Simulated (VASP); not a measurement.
A run of VASP 6.6.1 is set up as follows.

File INCAR:

```
SYSTEM = CdSe
PREC = Accurate ; ENCUT = 520
EDIFF = 1E-8 ; ISMEAR = 0
SIGMA = 0.01 ; LREAL = .False.
LASPH = .True. ; NELM = 60
ALGO = Normal ; ISIF = 2
LWAVE = .False. ; LCHARG = .False.
METAGGA = R2SCAN ; LMIXTAU = .True.
LCALCEPS = .True.
```

The input KPOINTS:

```
regular mesh
0
Gamma
  6 6 6
  0 0 0
```

The input POSCAR:

```
CdSe
1.0
   -0.0398307578      3.0586280172      3.0586280172
    3.0586280172     -0.0398307578      3.0586280172
    3.0586280172      3.0586280172     -0.0398307578
Cd Se
1 1
Direct
   -0.0013673382     -0.0013673382     -0.0013673382
    0.2513673382      0.2513673382      0.2513673382
```

Potentials or basis: VASP PAW PBE potentials, release 64 (Cd, Se).

The run is started by

```sh
$ cat potpaw_PBE.64/Cd/POTCAR potpaw_PBE.64/Se/POTCAR > POTCAR
$ mpirun -np 1 vasp_std > vasp.out
```

(1) Estimate the electronic dielectric tensor (diagonal).

(2) Predict the Born charges (mean of the diagonal).

(3) Estimate the band gap on the k mesh.

Results:

(1) 6.40.

(2) Cd +2.27; Se -2.27 e.

(3) 0.95 eV.

Caveat: the cell differs from its parent crystal (epitaxial 111 strain +1.0%); the structure was generated, so it needn't be the stable form of CdSe.
